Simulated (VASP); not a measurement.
# P (Cmce) in VASP: notebook

The runs below take P through single point, with SVWN5, PBE+D4, BLYP, PBEsol.

All numbers are computed with VASP 6.6.1; they aren't measurements. Logs are shortened: lines on timing, memory, paths and dates and some standing lists are left out, and cuts for length are marked.

## Step 1: The cell of the first run

It takes space group Cmce (No. 64, orthorhombic). The conventional cell has a = 3.339 Å, b = 11.074 Å, c = 4.603 Å, α = 90.00°, β = 90.00°, γ = 90.00°. Within 3.0 Å of P (site symmetry m) lie 3 P at 2.23 to 2.28 Å.

## Step 2: Single point, SVWN5

Input file INCAR:

```
  ALGO = Normal
  EDIFF = 1E-6
  ENCUT = 500
  GGA = VW
  GGA_COMPAT = F
  ISIF = 2
  ISMEAR = -1
  LASPH = T
  LCHARG = T
  LELF = T
  LREAL = F
  LVHAR = T
  LWAVE = F
  NBANDS = 18
  NELM = 120
  PREC = Accurate
  SIGMA = 0.05
```

Input file KPOINTS:

```
k-points
0
Gamma
  8 8 6
```

Input file POSCAR:

```
P
1.0
    1.6694264413     -5.5369543634      0.0000000000
    1.6694264413      5.5369543634      0.0000000000
    0.0000000000      0.0000000000      4.6034271255
P
4
Direct
    0.9041431300      0.0958568700      0.5888151700
    0.0958568700      0.9041431300      0.4111848300
    0.5958568700      0.4041431300      0.0888151700
    0.4041431300      0.5958568700      0.9111848300
```

Potentials or basis: VASP PAW PBE potentials, release 64 (P).

Command:

```bash
$ cat potpaw_PBE.64/P/POTCAR > POTCAR
$ mpirun -np 1 vasp_std > vasp.out
```

OUTCAR:

```text
EDIFF = 1E-6
   ENCUT = 500
   GGA = VW
   ISIF = 2
   ISMEAR = -1
   LASPH = T
   LREAL = F
   NELM = 120
   PREC = Accurate

 ion  position               nearest neighbor table
   1  0.904  0.096  0.589-   4 2.23   4 2.23   2 2.28
   2  0.096  0.904  0.411-   3 2.23   3 2.23   1 2.28
   3  0.596  0.404  0.089-   2 2.23   2 2.23   4 2.28
   4  0.404  0.596  0.911-   1 2.23   1 2.23   3 2.28

  LATTYP: Found a base centered orthorhombic cell.
 ALAT       =     3.3388528826
 B/A-ratio  =     3.3166806434
 C/A-ratio  =     1.3787451222

  Lattice vectors:

 A1 = (   1.6694264413,  -5.5369543634,   0.0000000000)
 A2 = (   1.6694264413,   5.5369543634,   0.0000000000)
 A3 = (   0.0000000000,   0.0000000000,   4.6034271255)

Analysis of symmetry for initial positions (statically):
=====================================================================
 Subroutine PRICEL returns:
 Original cell was already a primitive cell.

 Routine SETGRP: Setting up the symmetry group for a
 base centered orthorhombic supercell.

 Subroutine GETGRP returns: Found  8 space group operations
 (whereof  4 operations were pure point group operations)
 out of a pool of  8 trial point group operations.

The static configuration has the point symmetry C_2h.
 The point group associated with its full space group is D_2h.

Analysis of symmetry for dynamics (positions and initial velocities):
=====================================================================
 Subroutine PRICEL returns:
 Original cell was already a primitive cell.

 Routine SETGRP: Setting up the symmetry group for a
 base centered orthorhombic supercell.

 Subroutine GETGRP returns: Found  8 space group operations
 (whereof  4 operations were pure point group operations)
 out of a pool of  8 trial point group operations.

The dynamic configuration has the point symmetry C_2h.
 The point group associated with its full space group is D_2h.

 Subroutine INISYM returns: Found  8 space group operations
 (whereof  4 operations are pure point group operations),
 and found     1 'primitive' translations

----------------------------------------------------------------------------------------

                                     Primitive cell

  volume of cell :      85.1039

[... 84 lines left out ...]
   ISTART =      0    job   : 0-new  1-cont  2-samecut
   ICHARG =      2    charge: 1-file 2-atom 10-const
   ISPIN  =      1    spin polarized calculation?
   LNONCOLLINEAR =      F non collinear calculations
   LSORBIT =      F    spin-orbit coupling
   LASPH  =      T    aspherical Exc in radial PAW
   ENCUT  =  500.0 eV  36.75 Ry    6.06 a.u.  10.54 10.54  8.39*2*pi/ulx,y,z
   NELM   =    120;   NELMIN=  2; NELMDL= -5     # of ELM steps
   EDIFF  = 0.1E-05   stopping-criterion for ELM
   LREAL  =      F    real-space projection
   EDIFFG = 0.1E-04   stopping-criterion for IOM
   NSW    =      0    number of steps for IOM
   IBRION =     -1    ionic relax: 0-MD 1-quasi-New 2-CG
   NFREE  =      0    steps in history (QN), initial steepest desc. (CG)
   ISIF   =      2    stress and relaxation
   ISYM   =      2    0-nonsym 1-usesym 2-fastsym
   POTIM  = 0.5000    time-step for ionic-motion
   TEBEG  =    0.0;   TEEND  =   0.0 temperature during run
   PSTRESS=    0.0 pullay stress
   NELECT =      20.0000    total number of electrons
   NUPDOWN=      -1.0000    fix difference up-down
   EMIN   =  10.00;   EMAX   =-10.00  energy-range for DOS
   EFERMI =   0.00;   METHOD = LEGACY
   ISMEAR =    -1;   SIGMA  =   0.05  broadening in eV -4-tet -1-fermi 0-gaus
   EFERMI_NEDOS =   21; number of points for ismear=-14 and -15
   IALGO  =     38    algorithm
   IMIX   =      4    mixing-type and parameters
     AMIX     =   0.40;   BMIX     =  1.00
     AMIX_MAG =   1.60;   BMIX_MAG =  1.00
  volume/ion in A,a.u.               =      21.28       143.58
  Fermi-wavevector in a.u.,A,eV,Ry     =   1.010264  1.909123 13.886567  1.020634
  Thomas-Fermi vector in A             =   2.143243
   LORBIT       =      0    0 simple, 1 ext, 2 COOP (PROOUT), +10 PAW based schemes
   GGA     = VW    functional components
   LHFCALC =     F    Hartree Fock is set to
   AEXX    =    0.0000 exact exchange contribution
   IVDW    =     0    specifies the selected vdW correction
   LEPSILON=     F    determine dielectric tensor
   LRPA    =     F    only Hartree local field effects (RPA)
 non-spin polarized calculation
  energy-cutoff  :      500.00
  volume of cell :       85.10
 maximum number of plane-waves:      2188
   NGX = 21   NGY = 21   NGZ = 17

 number of electron      20.0000001 magnetization

 Free energy of the ion-electron system (eV)
  ---------------------------------------------------
  ext. energy  EPLUGINS =         0.00000000
  ---------------------------------------------------
  free energy    TOTEN  =       -23.91238812 eV

  energy without entropy =      -23.91185621  energy(sigma->0) =      -23.91212217

 E-fermi :   5.3181     XC(G=0):  -9.5128

 val. band max:        5.2930881292   @ k =   0.5000   0.5000   0.0000
 cond. band min:       5.3470051210   @ k =   0.5000   0.5000   0.0000
 fundamental gap:      0.0539169917
 Fermi energy:         5.3181222267

 k-point     1 :       0.0000    0.0000    0.0000
  band No.  band energies     occupation
      1     -10.1957      2.00000
      2      -7.5588      2.00000
      3      -4.3927      2.00000
      4      -1.2842      2.00000
      5       0.2336      2.00000
      6       0.5608      2.00000
[... 481 lines left out ...]
      5      -0.7888      2.00000
      6      -0.3911      2.00000
[... 10 lines left out ...]
     17      10.7512      0.00000
     18      11.9697      0.00000

 [... further k-points ...]
[... 5 lines left out ...]
  --------------------------------------------------------------------------------------
  -------------------------------------------------------------------------------------
  Total       -2.9701539     -1.8517664     -2.2273858      0.0000000      0.0000000      0.0000000
  in kB      -55.9165079    -34.8615967    -41.9330576      0.0000000      0.0000000      0.0000000
  external PRESSURE =     -44.2370541 kB  Pullay stress =       0.0000000 kB

 VOLUME and BASIS-vectors are now :
 -----------------------------------------------------------------------------
  energy-cutoff  :      500.00
  volume of cell :       85.10
      direct lattice vectors                 reciprocal lattice vectors
     1.669426441 -5.536954363  0.000000000     0.299504062 -0.090302352  0.000000000
     1.669426441  5.536954363  0.000000000     0.299504062  0.090302352  0.000000000
     0.000000000  0.000000000  4.603427125     0.000000000  0.000000000  0.217229462

 POSITION                                       TOTAL-FORCE (eV/Angst)
 -----------------------------------------------------------------------------------
      1.66943     -4.47544      2.71057         0.000000     -0.163150      0.000455
      1.66943      4.47544      1.89286         0.000000      0.163150     -0.000455
      1.66943     -1.06151      0.40885         0.000000      0.163150      0.000455
      1.66943      1.06151      4.19457         0.000000     -0.163150     -0.000455
 -----------------------------------------------------------------------------------
    total drift:                               -0.000000      0.000000      0.000000

  FREE ENERGIE OF THE ION-ELECTRON SYSTEM (eV)
  ---------------------------------------------------
  free  energy   TOTEN  =       -23.9123881231 eV

  energy  without entropy=      -23.9118562132  energy(sigma->0) =      -23.91212217
```

OSZICAR:

```text
N       E                     dE             d eps       ncg     rms          rms(c)
DAV:   1     0.606352120788E+02    0.60635E+02   -0.80841E+03  3024   0.908E+02
DAV:   2    -0.199897800815E+02   -0.80625E+02   -0.77466E+02  4004   0.152E+02
DAV:   3    -0.240994789191E+02   -0.41097E+01   -0.40829E+01  4110   0.356E+01
DAV:   4    -0.241455771474E+02   -0.46098E-01   -0.46066E-01  3932   0.445E+00
DAV:   5    -0.241464841723E+02   -0.90702E-03   -0.90687E-03  3938   0.594E-01    0.819E+00
DAV:   6    -0.239827452458E+02    0.16374E+00   -0.82976E-02  3548   0.134E+00    0.480E+00
DAV:   7    -0.239130932423E+02    0.69652E-01   -0.13594E-01  3630   0.174E+00    0.286E-01
DAV:   8    -0.239123544074E+02    0.73883E-03   -0.10567E-02  3376   0.555E-01    0.944E-02
DAV:   9    -0.239123870599E+02   -0.32653E-04   -0.33762E-04  4044   0.108E-01    0.441E-02
DAV:  10    -0.239123876465E+02   -0.58659E-06   -0.27206E-05  3688   0.257E-02    0.172E-02
DAV:  11    -0.239123881231E+02   -0.47659E-06   -0.21028E-06  2972   0.880E-03
   1 F= -.23912388E+02 E0= -.23912122E+02  d E =-.531910E-03
```

stdout:

```text
POSCAR found type information on POSCAR P
 POSCAR found :  1 types and       4 ions
 scaLAPACK will be used
 -----------------------------------------------------------------------------
|                                                                             |
|                                                                             |
|     You enforced a specific xc type in the INCAR file but a different       |
|     I HOPE YOU KNOW WHAT YOU ARE DOING!                                     |
|                                                                             |
 -----------------------------------------------------------------------------

 LDA part: xc-table for (Slater(with rela. corr.)+VWN5), standard interpolation
 POSCAR, INCAR and KPOINTS ok, starting setup
 FFT: planning ... GRIDC
 FFT: planning ... GRID_SOFT
 FFT: planning ... GRID
 WAVECAR not read
 entering main loop
```

It took 99 s on 1 thread of Oxide Virtual Turin-like, shared host; peak memory 0.2 GiB.

What came out:

```
Free energy            : -23.9124 eV
Pressure               : -4.4 GPa
Largest force          : 0.163 eV/Å
Band gap on the k mesh : 0.05 eV
```

Forces on the atoms (eV/Å):
```
P    0.000 -0.163  0.000
P    0.000  0.163  0.000
P    0.000  0.163  0.000
P    0.000 -0.163  0.000
```

Stress tensor (GPa, compression positive):
```
-5.59  0.00  0.00
 0.00 -3.49  0.00
 0.00  0.00 -4.19
```

Levels at points of the mesh, in eV from the valence-band top:
```csv
k point,band 8,band 9,band 10,band 11,band 12,band 13
"(0.00, 0.00, 0.00)",-2.73,-2.53,-1.18,0.53,0.96,1.75
"(0.50, 0.00, 0.00)",-3.31,-2.60,-2.60,0.57,0.57,1.42
"(0.50, 0.50, 0.00)",-2.38,-1.55,0.00,0.05,0.73,1.92
"(0.00, 0.00, 0.50)",-3.20,-1.64,-1.64,1.24,1.24,2.79
"(0.50, 0.00, 0.50)",-5.21,-1.78,-1.78,1.58,1.58,3.30
"(0.50, 0.50, 0.50)",-2.73,-1.98,-1.98,1.28,1.28,2.36
```

Caveat: the cell stands under tension; the PAW data sets were made with another functional, which shifts forces and pressure a little.

## Step 3: Single point, PBE+D4

This run uses another cell than the first one, of 21.69 Å³/atom.

Input file INCAR:

```
PREC = Accurate
ENCUT = 500
EDIFF = 1E-6
ISMEAR = -1
SIGMA = 0.05
LREAL = False
LASPH = True
NELM = 120
ALGO = Normal
ISIF = 2
LWAVE = False
LCHARG = False
GGA = PE
IVDW = 13
NBANDS = 18
GGA_COMPAT = False
```

Input file KPOINTS:

```
regular mesh
0
Gamma
  8 8 6
```

Input file POSCAR:

```
P
1.0
    1.6800600174     -5.5722225395      0.0000000000
    1.6800600174      5.5722225395      0.0000000000
    0.0000000000      0.0000000000      4.6327491080
P
4
Direct
    0.9041431300      0.0958568700      0.5888151700
    0.0958568700      0.9041431300      0.4111848300
    0.5958568700      0.4041431300      0.0888151700
    0.4041431300      0.5958568700      0.9111848300
```

Potentials or basis: VASP PAW PBE potentials, release 64 (P).

Command:

```bash
$ cat potpaw_PBE.64/P/POTCAR > POTCAR
$ mpirun -np 1 vasp_std > vasp.out
```

Wall time 1.7 min (1 thread of Oxide Virtual Turin-like, shared host); peak memory 0.24 GiB.

Results (log left out):

| Property | Result |
| --- | --- |
| Free energy | -22.8450 eV |
| Pressure | -4.8 GPa |
| Largest force | 0.220 eV/Å |
| Band gap on the k mesh | 0.23 eV |
| Dispersion energy per atom | -0.342 eV |

Forces on the atoms (eV/Å):
```
P    0.000 -0.218  0.032
P    0.000  0.218 -0.032
P    0.000  0.218  0.032
P    0.000 -0.218 -0.032
```

Stress tensor (GPa, compression positive):
```
-5.80  0.00  0.00
 0.00 -3.97  0.00
 0.00  0.00 -4.53
```

Levels at points of the mesh, in eV from the valence-band top:
| k point | band 7 | band 8 | band 9 | band 10 | band 11 | band 12 | band 13 | band 14 |
| --- | --- | --- | --- | --- | --- | --- | --- | --- |
| (0.00, 0.00, 0.00) | -3.85 | -2.55 | -2.44 | -1.09 | 0.67 | 1.10 | 1.84 | 2.72 |
| (0.50, 0.00, 0.00) | -3.21 | -3.21 | -2.50 | -2.50 | 0.73 | 0.73 | 1.59 | 1.59 |
| (0.50, 0.50, 0.00) | -3.94 | -2.30 | -1.45 | 0.00 | 0.23 | 0.89 | 1.99 | 2.62 |
| (0.00, 0.00, 0.50) | -3.11 | -3.11 | -1.57 | -1.57 | 1.32 | 1.32 | 2.85 | 2.85 |
| (0.50, 0.00, 0.50) | -5.07 | -5.07 | -1.71 | -1.71 | 1.72 | 1.72 | 3.35 | 3.35 |
| (0.50, 0.50, 0.50) | -2.66 | -2.66 | -1.89 | -1.89 | 1.38 | 1.38 | 2.49 | 2.49 |

Caveat: the cell stands under tension.

## Step 4: Single point, BLYP

This run uses another cell than the first one, of 21.69 Å³/atom.

Input file INCAR:

```
PREC     = Accurate       # precision mode
ENCUT    = 500            # plane-wave cutoff, eV
EDIFF    = 1E-6           # SCF threshold, eV
ISMEAR   = -1             # smearing method
SIGMA    = 0.05           # smearing width, eV
LREAL    = F              # projectors in reciprocal space
LASPH    = T              # aspherical terms in the spheres
NELM     = 120            # most SCF steps
ALGO     = Normal         # electronic algorithm
ISIF     = 2              # what is computed and relaxed
LWAVE    = F              # write WAVECAR
LCHARG   = F              # write CHGCAR
GGA      = B5             # functional
ALDAX    = 1.0          
AGGAX    = 1.0          
AGGAC    = 1.0          
ALDAC    = 0.0          
NBANDS   = 18             # bands
GGA_COMPAT= F
```

KPOINTS is that of step 3.

POSCAR is that of step 3.

Command:

```bash
$ cat potpaw_PBE.64/P/POTCAR > POTCAR
$ mpirun -np 1 vasp_std > vasp.out
```

Wall time 1.9 min (1 thread of Oxide Virtual Turin-like, shared host); peak memory 0.24 GiB.

It converged, with:

```
Free energy            : -18.7159 eV
Pressure               : 1.9 GPa
Largest force          : 0.015 eV/Å
Band gap on the k mesh : 0.32 eV
```

Forces on the atoms (eV/Å):
```
P    0.000 -0.015 -0.004
P    0.000  0.015  0.004
P    0.000  0.015 -0.004
P    0.000 -0.015  0.004
```

Stress tensor (GPa, compression positive):
```
1.54 0.00 0.00
0.00 2.02 0.00
0.00 0.00 2.18
```

Levels at points of the mesh, in eV from the valence-band top:
| k point | band 7 | band 8 | band 9 | band 10 | band 11 | band 12 | band 13 | band 14 |
| --- | --- | --- | --- | --- | --- | --- | --- | --- |
| (0.00, 0.00, 0.00) | -3.81 | -2.50 | -2.44 | -1.07 | 0.79 | 1.31 | 1.97 | 2.78 |
| (0.50, 0.00, 0.00) | -3.15 | -3.15 | -2.40 | -2.40 | 0.86 | 0.86 | 1.70 | 1.70 |
| (0.50, 0.50, 0.00) | -3.90 | -2.30 | -1.42 | 0.00 | 0.32 | 1.11 | 2.10 | 2.68 |
| (0.00, 0.00, 0.50) | -3.08 | -3.08 | -1.53 | -1.53 | 1.43 | 1.43 | 2.91 | 2.91 |
| (0.50, 0.00, 0.50) | -4.96 | -4.96 | -1.66 | -1.66 | 1.84 | 1.84 | 3.43 | 3.43 |
| (0.50, 0.50, 0.50) | -2.61 | -2.61 | -1.84 | -1.84 | 1.51 | 1.51 | 2.55 | 2.55 |

Caveat: the PAW data sets were made with another functional, which shifts forces and pressure a little.

(Part 1 of 2 ends here.)

The gap in the log of VASP goes by the Fermi energy; the results here count the filled bands.